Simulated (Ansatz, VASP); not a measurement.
**AlN in VASP and in Ansatz**

```
Al N
1.0
    -1.63784    2.83682    0.00000
     0.00000    0.00000    4.10063
     4.91352    2.83682    0.00000
Al N
4 4
Direct
  0.47600 0.75000 0.23438
  0.00000 0.75000 0.66667
  0.00000 0.25000 0.33333
  0.50000 0.25000 0.83333
  0.50000 0.25000 0.16667
  0.00000 0.25000 0.66667
  0.00000 0.75000 0.33333
  0.50000 0.75000 0.83333
```

Alike in both runs: task single point; functional LDA; k mesh 8 × 6 × 4; occupations gaussian, width 0.05 eV; no spin polarisation.

|  | VASP | Ansatz |
| --- | --- | --- |
| version | VASP 6.6.1 | Ansatz 0.2.0 |
| potentials or method | VASP PAW LDA potentials, release 64 (Al, N), cutoff 520 eV | scalar-relativistic, plane waves, PAW |
| valence electrons in the cell | 32 | 32 |

Ansatz gave:

```
gap on the k mesh at the Fermi level (eV)                     : 2.91
least direct gap on the mesh (eV)                             : 2.91
pressure (GPa)                                                : 5.2
traceless stress, the component that is largest in VASP (GPa) : -10.54
rms of the force components (eV/Å)                            : 1.699
```

Task: Which values does VASP return?

Result: gap on the k mesh at the Fermi level (eV): 2.91; least direct gap on the mesh (eV): 2.91; pressure (GPa): 6.0; traceless stress, the component that is largest in VASP (GPa): -10.85; rms of the force components (eV/Å): 1.722.

Ansatz warns that its potentials were made for another functional, while VASP's fit it. LDA's correlation is that of Perdew and Zunger in VASP and of Perdew and Wang (1992) in Ansatz. Atom by atom the forces differ by 0.028 eV/Å (rms over components).
